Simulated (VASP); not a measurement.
# Ti (Im-3m) in VASP: a series of runs

The runs below take Ti through single point, with PBEsol.

Program: VASP 6.6.1. These are calculated values, not measurements. Logs are shortened: lines on timing, memory, paths and dates and some standing lists are left out, and cuts for length are marked.

## (1) The cell of the first run

The structure is cubic, space group Im-3m (No. 229). Conventional cell: a = 3.282 Å, b = 3.282 Å, c = 3.282 Å, α = 90.00°, β = 90.00°, γ = 90.00°. Ti (site symmetry m-3m) has 14 Ti at 2.84 to 3.28 Å within 3.7 Å.

## (2) Single point, PBEsol

INCAR

```
SYSTEM = Ti
  PREC = Accurate
  ENCUT = 520
  EDIFF = 1E-7
  ISMEAR = 1
  SIGMA = 0.25
  LREAL = .FALSE.
  LASPH = .TRUE.
  NELM = 60
  ALGO = Normal
  ISIF = 2
  LWAVE = .FALSE.
  LCHARG = .TRUE.
  GGA = PS
  LELF = .TRUE.
  LVHAR = .TRUE.
  NBANDS = 12
```

KPOINTS

```
Automatic mesh
0
G
  13 13 13
  0 0 0
```

POSCAR

```
Ti
1.0
   -1.6410000000      1.6410000000      1.6410000000
    1.6410000000     -1.6410000000      1.6410000000
    1.6410000000      1.6410000000     -1.6410000000
Ti
1
Direct
    0.0000000000      0.0000000000      0.0000000000
```

Potentials or basis: VASP PAW PBE potentials, release 64 (Ti_sv).

On the command line:

```
$ cat potpaw_PBE.64/Ti_sv/POTCAR > POTCAR
$ mpirun -np 1 vasp_std > vasp.out
```

OUTCAR:

```text
SYSTEM = Ti
   PREC = Accurate
   ENCUT = 520
   EDIFF = 1E-7
   ISMEAR = 1
   LREAL = .FALSE.
   LASPH = .TRUE.
   NELM = 60
   ISIF = 2
   GGA = PS

 ion  position               nearest neighbor table
   1  0.000  0.000  0.000-

  LATTYP: Found a body centered cubic cell.
 ALAT       =     3.2820000000

  Lattice vectors:

 A1 = (  -1.6410000000,   1.6410000000,   1.6410000000)
 A2 = (   1.6410000000,  -1.6410000000,   1.6410000000)
 A3 = (   1.6410000000,   1.6410000000,  -1.6410000000)

Analysis of symmetry for initial positions (statically):
=====================================================================
 Subroutine PRICEL returns:
 Original cell was already a primitive cell.

 Routine SETGRP: Setting up the symmetry group for a
 body centered cubic supercell.

 Subroutine GETGRP returns: Found 48 space group operations
 (whereof 48 operations were pure point group operations)
 out of a pool of 48 trial point group operations.

The static configuration has the point symmetry O_h .

Analysis of symmetry for dynamics (positions and initial velocities):
=====================================================================
 Subroutine PRICEL returns:
 Original cell was already a primitive cell.

 Routine SETGRP: Setting up the symmetry group for a
 body centered cubic supercell.

 Subroutine GETGRP returns: Found 48 space group operations
 (whereof 48 operations were pure point group operations)
 out of a pool of 48 trial point group operations.

The dynamic configuration has the point symmetry O_h .

 Subroutine INISYM returns: Found 48 space group operations
 (whereof 48 operations are pure point group operations),
 and found     1 'primitive' translations

----------------------------------------------------------------------------------------

                                     Primitive cell

  volume of cell :      17.6761

  direct lattice vectors                    reciprocal lattice vectors
    -1.641000000  1.641000000  1.641000000     0.000000000  0.304692261  0.304692261
     1.641000000 -1.641000000  1.641000000     0.304692261  0.000000000  0.304692261
     1.641000000  1.641000000 -1.641000000     0.304692261  0.304692261  0.000000000

  length of vectors
     2.842295375  2.842295375  2.842295375     0.430899928  0.430899928  0.430899928

  position of ions in fractional coordinates (direct lattice)
     0.000000000  0.000000000  0.000000000

  ion indices of the primitive-cell ions
   primitive index   ion index
                 1           1

----------------------------------------------------------------------------------------

 KPOINTS: Automatic mesh

Automatic generation of k-mesh.
 Grid dimensions read from file:
 generate k-points for:   13   13   13

 Generating k-lattice:

  Cartesian coordinates                     Fractional coordinates (reciprocal lattice)
     0.000000000  0.023437866  0.023437866     0.076923077  0.000000000  0.000000000
     0.023437866  0.000000000  0.023437866     0.000000000  0.076923077  0.000000000
     0.023437866  0.023437866  0.000000000     0.000000000  0.000000000  0.076923077

  Length of vectors
     0.033146148  0.033146148  0.033146148

  Shift w.r.t. Gamma in fractional coordinates (k-lattice)
     0.000000000  0.000000000  0.000000000

 Subroutine IBZKPT returns following result:
 ===========================================

 Found     84 irreducible k-points:

 Following reciprocal coordinates:
            Coordinates               Weight
  0.000000  0.000000  0.000000      1.000000
  0.076923  0.000000  0.000000     12.000000
  0.153846  0.000000  0.000000     12.000000
  0.230769  0.000000  0.000000     12.000000
  0.307692  0.000000  0.000000     12.000000
  0.384615  0.000000  0.000000     12.000000
[... 16 lines left out ...]
  0.153846  0.076923  0.076923     24.000000
  0.230769  0.076923  0.076923     24.000000
 [... further k-points ...]
   k-points           NKPTS =     84   k-points in BZ     NKDIM =     84   number of bands    NBANDS=     12
   number of dos      NEDOS =    301   number of ions     NIONS =      1
   total plane-waves  NPLWV =  13824
   dimension x,y,z NGX =    24 NGY =   24 NGZ =   24
   dimension x,y,z NGXF=    48 NGYF=   48 NGZF=   48
   ions per type =               1
   NGX,Y,Z   is equivalent  to a cutoff of  14.04, 14.04, 14.04 a.u.
   NGXF,Y,Z  is equivalent  to a cutoff of  28.08, 28.08, 28.08 a.u.
 SYSTEM =  Ti
   PREC   = accura    normal or accurate (medium, high low for compatibility)
   ISTART =      0    job   : 0-new  1-cont  2-samecut
   ICHARG =      2    charge: 1-file 2-atom 10-const
   ISPIN  =      1    spin polarized calculation?
   LNONCOLLINEAR =      F non collinear calculations
   LSORBIT =      F    spin-orbit coupling
   LASPH  =      T    aspherical Exc in radial PAW
   ENCUT  =  520.0 eV  38.22 Ry    6.18 a.u.   5.28  5.28  5.28*2*pi/ulx,y,z
   NELM   =     60;   NELMIN=  2; NELMDL= -5     # of ELM steps
   EDIFF  = 0.1E-06   stopping-criterion for ELM
   LREAL  =      F    real-space projection
   EDIFFG = 0.1E-05   stopping-criterion for IOM
   NSW    =      0    number of steps for IOM
   IBRION =     -1    ionic relax: 0-MD 1-quasi-New 2-CG
   NFREE  =      0    steps in history (QN), initial steepest desc. (CG)
   ISIF   =      2    stress and relaxation
   ISYM   =      2    0-nonsym 1-usesym 2-fastsym
   POTIM  = 0.5000    time-step for ionic-motion
   TEBEG  =    0.0;   TEEND  =   0.0 temperature during run
   PSTRESS=    0.0 pullay stress
   NELECT =      12.0000    total number of electrons
   NUPDOWN=      -1.0000    fix difference up-down
   EMIN   =  10.00;   EMAX   =-10.00  energy-range for DOS
   EFERMI =   0.00;   METHOD = LEGACY
   ISMEAR =     1;   SIGMA  =   0.25  broadening in eV -4-tet -1-fermi 0-gaus
   EFERMI_NEDOS =   21; number of points for ismear=-14 and -15
   IALGO  =     38    algorithm
   IMIX   =      4    mixing-type and parameters
     AMIX     =   0.40;   BMIX     =  1.00
     AMIX_MAG =   1.60;   BMIX_MAG =  1.00
  volume/ion in A,a.u.               =      17.68       119.28
  Fermi-wavevector in a.u.,A,eV,Ry     =   1.438821  2.718977 28.166848  2.070205
  Thomas-Fermi vector in A             =   2.557745
   LORBIT       =      0    0 simple, 1 ext, 2 COOP (PROOUT), +10 PAW based schemes
   GGA     = PS    functional components
   LHFCALC =     F    Hartree Fock is set to
   AEXX    =    0.0000 exact exchange contribution
   IVDW    =     0    specifies the selected vdW correction
   LEPSILON=     F    determine dielectric tensor
   LRPA    =     F    only Hartree local field effects (RPA)
 non-spin polarized calculation
 Methfessel and Paxton  Order N= 1 SIGMA  =   0.25
  energy-cutoff  :      520.00
  volume of cell :       17.68
 maximum number of plane-waves:       486
 NGX is ok and might be reduce to    24
   NGX = 11   NGY = 11   NGZ = 11

 number of electron      12.0000001 magnetization

 Free energy of the ion-electron system (eV)
  ---------------------------------------------------
  ext. energy  EPLUGINS =         0.00000000
  ---------------------------------------------------
  free energy    TOTEN  =        -8.20814124 eV

  energy without entropy =       -8.20907698  energy(sigma->0) =       -8.20845315

 E-fermi :   7.7749     XC(G=0): -11.5486

 val. band max:        7.7728572491   @ k =   0.2308   0.2308   0.0000
 cond. band min:       7.7840522888   @ k =   0.3077   0.0000   0.0000
 fundamental gap:      0.0111950397
 Fermi energy:         7.7748506434

 k-point     1 :       0.0000    0.0000    0.0000
  band No.  band energies     occupation
      1     -48.5580      2.00000
      2     -24.5283      2.00000
      3     -24.5283      2.00000
      4     -24.5283      2.00000
      5       1.8628      2.00000
      6       8.7430     -0.00000
      7       8.7430     -0.00000
      8       8.7430     -0.00000
      9      10.4767     -0.00000
     10      10.4767     -0.00000
     11      25.0728      0.00000
     12      25.0728      0.00000

 k-point     2 :       0.0769    0.0000    0.0000
  band No.  band energies     occupation
      1     -48.5510      2.00000
      2     -24.5667      2.00000
      3     -24.5402      2.00000
      4     -24.5285      2.00000
      5       2.0618      2.00000
      6       8.6534     -0.00001
      7       8.7165     -0.00000
      8       8.8871     -0.00000
      9      10.3753     -0.00000
     10      10.4823     -0.00000
     11      24.7439      0.00000
     12      25.0394      0.00000

 k-point     3 :       0.1538    0.0000    0.0000
  band No.  band energies     occupation
      1     -48.5313      2.00000
      2     -24.6721      2.00000
      3     -24.5729      2.00000
      4     -24.5292      2.00000
      5       2.6322      2.00000
      6       8.4143     -0.00178
      7       8.5813     -0.00005
      8       9.3036     -0.00000
      9      10.2020     -0.00000
     10      10.5053     -0.00000
     11      23.6734      0.00000
     12      24.6576      0.00000
[... 286 lines left out ...]
 k-point    23 :       0.1538    0.0769    0.0769
  band No.  band energies     occupation
      1     -48.4947      2.00000
      2     -24.8671      2.00000
      3     -24.6040      2.00000
      4     -24.5589      2.00000
      5       3.8252      2.00000
      6       7.9474      0.08708
      7       7.9887     -0.00583
      8      10.3000     -0.00000
      9      10.4366     -0.00000
     10      10.5164     -0.00000
     11      21.9131      0.00000
     12      22.6863      0.00000

 k-point    24 :       0.2308    0.0769    0.0769
  band No.  band energies     occupation
      1     -48.4678      2.00000
      2     -24.9852      2.00000
      3     -24.6656      2.00000
      4     -24.5626      2.00000
      5       4.7603      2.00000
      6       7.6469      1.75321
      7       7.7655      1.06297
      8      10.3650     -0.00000
      9      10.6459     -0.00000
     10      11.2539     -0.00000
     11      19.8575      0.00000
     12      21.7592      0.00000

 [... further k-points ...]

------------------------ aborting loop because EDIFF is reached ----------------------------------------

  FORCE on cell =-STRESS in cart. coord.  units (eV):
  Direction    XX          YY          ZZ          XY          YZ          ZX
  --------------------------------------------------------------------------------------
  -------------------------------------------------------------------------------------
  Total       -0.7702497     -0.7702497     -0.7702497      0.0000000      0.0000000      0.0000000
  in kB      -69.8162273    -69.8162273    -69.8162273      0.0000000      0.0000000      0.0000000
  external PRESSURE =     -69.8162273 kB  Pullay stress =       0.0000000 kB

 VOLUME and BASIS-vectors are now :
 -----------------------------------------------------------------------------
  energy-cutoff  :      520.00
  volume of cell :       17.68
      direct lattice vectors                 reciprocal lattice vectors
    -1.641000000  1.641000000  1.641000000     0.000000000  0.304692261  0.304692261
     1.641000000 -1.641000000  1.641000000     0.304692261  0.000000000  0.304692261
     1.641000000  1.641000000 -1.641000000     0.304692261  0.304692261  0.000000000

 POSITION                                       TOTAL-FORCE (eV/Angst)
 -----------------------------------------------------------------------------------
      0.00000      0.00000      0.00000         0.000000      0.000000      0.000000
 -----------------------------------------------------------------------------------
    total drift:                               -0.000000      0.000000      0.000000

  FREE ENERGIE OF THE ION-ELECTRON SYSTEM (eV)
  ---------------------------------------------------
  free  energy   TOTEN  =        -8.2081412358 eV

  energy  without entropy=       -8.2090769837  energy(sigma->0) =       -8.20845315
```

It took 14 s on 1 thread of AMD EPYC 9R45 (Zen 5), shared host; peak memory 0.11 GiB.

What came out:

| Property | Result |
| --- | --- |
| Free energy | -8.2081 eV |
| Pressure | -7.0 GPa |
| Band gap on the k mesh | zero (band 6 reaches 8.74 eV, above the bottom of band 7 at 7.22 eV) |

Levels at points of the mesh, in eV from the Fermi level:
| k point | band 4 | band 5 | band 6 | band 7 | band 8 | band 9 |
| --- | --- | --- | --- | --- | --- | --- |
| (0.00, 0.00, 0.00) | -32.30 | -5.91 | 0.97 | 0.97 | 0.97 | 2.70 |

Caveat: the PAW data sets were made with another functional, which shifts forces and pressure a little.

## (3) Single point, PBEsol

INCAR

```
SYSTEM = Ti
PREC     = Accurate       ! precision mode
ENCUT    = 520            ! plane-wave cutoff, eV
EDIFF    = 1E-7           ! SCF threshold, eV
ISMEAR   = 1              ! smearing method
SIGMA    = 0.15           ! smearing width, eV
LREAL    = .False.        ! projectors in reciprocal space
LASPH    = .True.         ! aspherical terms in the spheres
NELM     = 60             ! most SCF steps
ALGO     = Normal         ! electronic algorithm
ISIF     = 2              ! what is computed and relaxed
LWAVE    = .False.        ! write WAVECAR
LCHARG   = .False.        ! write CHGCAR
GGA      = PS             ! functional
NBANDS   = 12             ! bands
```

KPOINTS

```
Automatic mesh
0
Gamma
  13 13 13
  0 0 0
```

POSCAR is that of step 2.

Potentials or basis: VASP PAW PBE potentials, release 64 (Ti_sv).

On the command line:

```
$ cat potpaw_PBE.64/Ti_sv/POTCAR > POTCAR
$ mpirun -np 1 vasp_std > vasp.out
```

It took 13 s on 1 thread of AMD EPYC 9R45 (Zen 5), shared host; peak memory 0.11 GiB.

Results (log left out):

```yaml
Free_energy: -8.2091 eV
Pressure: -7.0 GPa
Band_gap_on_the_k_mesh: zero (band 6 reaches 8.74 eV, above the bottom of band 7 at 7.22 eV)
```

Levels at points of the mesh, in eV from the Fermi level:
```tsv
k point	band 4	band 5	band 6	band 7	band 8	band 9
(0.00, 0.00, 0.00)	-32.30	-5.91	0.97	0.97	0.97	2.71
```

Caveat: the PAW data sets were made with another functional, which shifts forces and pressure a little.

## (4) Single point, PBEsol

INCAR

```
PREC = Accurate ; ENCUT = 520
EDIFF = 1E-6 ; ISMEAR = 1
SIGMA = 0.1 ; LREAL = False
LASPH = True ; NELM = 100
ALGO = Normal ; ISIF = 2
LWAVE = False ; LCHARG = True
GGA = PS ; LELF = True
LVHAR = True ; NBANDS = 12
```

KPOINTS

```
Automatic mesh
0
Gamma
  13 13 13
```

POSCAR is that of step 3.

On the command line:

```
$ cat potpaw_PBE.64/Ti_sv/POTCAR > POTCAR
$ mpirun -np 1 vasp_std > vasp.out
```

Wall time 11 s (1 thread of AMD EPYC 9R45 (Zen 5), shared host); peak memory 0.11 GiB.

The run converged. Its results:

| Item | Value |
| --- | --- |
| Free energy | -8.2095 eV |
| Pressure | -7.0 GPa |
| Band gap on the k mesh | zero (band 6 reaches 8.74 eV, above the bottom of band 7 at 7.22 eV) |

Levels at points of the mesh, in eV from the Fermi level:
```csv
k point,band 3,band 4,band 5,band 6,band 7,band 8,band 9,band 10
"(0.00, 0.00, 0.00)",-32.29,-32.29,-5.90,0.98,0.98,0.98,2.72,2.72
```

Caveat: the PAW data sets were made with another functional, which shifts forces and pressure a little.

## (5) Summary

```tsv
smearing	gap on the mesh (eV)	pressure (GPa)
methfessel-paxton 0.25 eV	none	-7.0
methfessel-paxton 0.15 eV	none	-7.0
methfessel-paxton 0.1 eV	none	-7.0
```

Alike in all rows: task single point; level PBEsol; potentials or basis VASP PAW PBE potentials, release 64 (Ti_sv); no spin polarisation; cell as given; k mesh 13 × 13 × 13; cutoff (eV) 520.

Every run on the cell as given and a fine mesh finds a metal.

Caveats: the PAW data sets were made with another functional, which shifts forces and pressure a little.

Absolute energies hang on the potentials; compare differences alone.
